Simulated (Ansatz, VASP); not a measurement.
**PbSe: VASP beside Ansatz**

Contents of INCAR:

```
PREC = Accurate
ENCUT = 520
EDIFF = 1E-6
ISMEAR = 0
SIGMA = 0.03
LREAL = F
LASPH = T
NELM = 80
ALGO = Normal
ISIF = 2
LWAVE = F
LCHARG = T
GGA = PE
IVDW = 12
LELF = T
LVHAR = T
NBANDS = 17
```

KPOINTS

```
regular mesh
0
Gamma
  10 10 10
```

The input POSCAR:

```
PbSe
1.0
    0.0000000000      3.0422491177      3.1922319992
    3.0422491177      0.0000000000      3.1922319992
    3.0422491177      3.0422491177      0.0000000000
Pb Se
1 1
Direct
    0.0000000000      0.0000000000      0.0000000000
    0.5000000000      0.5000000000      0.5000000000
```

Input for Ansatz:

```yaml
crystal:
  lattice:
    - [0.0, 3.0422491177, 3.1922319992]
    - [3.0422491177, 0.0, 3.1922319992]
    - [3.0422491177, 3.0422491177, 0.0]
  atoms:
    - { symbol: Pb, position: [0.0, 0.0, 0.0] }
    - { symbol: Se, position: [0.5, 0.5, 0.5] }
basis:
  ecutwfc: 420
kpoints:
  mp_grid: { grid: [10, 10, 10] }
hamiltonian:
  xc: pbe
  dispersion: d3bj
scf:
  occupations: { method: gaussian, width: 0.03 }
output:
  forces: true
  stress: true
  eigenvalues: true
```

Alike in both runs: task single point; functional PBE; dispersion D3(BJ); k mesh 10 × 10 × 10; occupations gaussian, width 0.03 eV; no spin polarisation.

```csv
,VASP,Ansatz
version,VASP 6.6.1,Ansatz 0.2.0
potentials or method,"VASP PAW PBE potentials, release 64 (Pb_d, Se), cutoff 520 eV","scalar-relativistic, plane waves, PAW"
valence electrons in the cell,20,30
```

```csv
,VASP,Ansatz,Ansatz less VASP
gap on the k mesh at the Fermi level (eV),0.33,0.33,-0.005
least direct gap on the mesh (eV),0.33,0.33,-0.005
pressure (GPa),-0.9,-0.8,+0.02
"traceless stress, the component that is largest in VASP (GPa)",-3.30,-3.29,+0.009
```

VASP's potentials hold 20 valence electrons a cell and Ansatz's 30, so a difference there can come from the potentials and not from the codes.

Neither program's run includes spin-orbit coupling.
